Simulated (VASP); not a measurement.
Write the native input for VASP 6.6.1 that does the following.

```
Task                   : single point
Functional             : PBEsol
Potentials or basis    : VASP PAW PBE potentials, release 64 (Cr_sv)
Cutoff                 : 700 eV
k mesh                 : 10 × 10 × 16
Occupations            : fermi-dirac, width 0.1 eV
Spin                   : no spin polarisation
Dipole correction      : no
Further INCAR settings : ALGO = Normal; EDIFF = 1e-06; NBANDS = 28
```

The structure of Cr lies in POSCAR:

```
Cr
1.0
    4.0103779911      0.0000000000      0.0000000000
   -2.0051889956      3.4730892191      0.0000000000
    0.0000000000      0.0000000000      2.1647393985
Cr
3
Direct
    0.0000000000      1.0000000000      0.0000000000
    0.3333333333      0.6666666667      0.5000000000
    0.6666666667      0.3333333333      0.5000000000
```

This isn't the form of Cr at room conditions, which is bcc.

The input as run:

INCAR

```
SYSTEM = Cr
PREC = Accurate
ENCUT = 700
EDIFF = 1E-6
ISMEAR = -1
SIGMA = 0.1
LREAL = .FALSE.
LASPH = .TRUE.
NELM = 120
ALGO = Normal
ISIF = 2
LWAVE = .FALSE.
LCHARG = .TRUE.
GGA = PS
LELF = .TRUE.
LVHAR = .TRUE.
NBANDS = 28
GGA_COMPAT = .FALSE.
```

KPOINTS

```
regular mesh
0
G
  10 10 16
  0 0 0
```

Potentials or basis: VASP PAW PBE potentials, release 64 (Cr_sv).

Launch:

```bash
$ cat potpaw_PBE.64/Cr_sv/POTCAR > POTCAR
$ mpirun -np 1 vasp_std > vasp.out
```

Results of the run:

The pressure is 41.9 GPa. The band gap on the k mesh is zero (bands 21 and 22 overlap by 1.23 eV).

Caveat: the cell stands under pressure; the PAW data sets were made with another functional, which shifts forces and pressure a little; the run has no spin polarisation, though such a crystal can be magnetic.

It took 2.8 min on 1 thread of AMD EPYC 7R13 Processor (Zen 3), with other jobs on the host, peak memory 0.22 GiB.
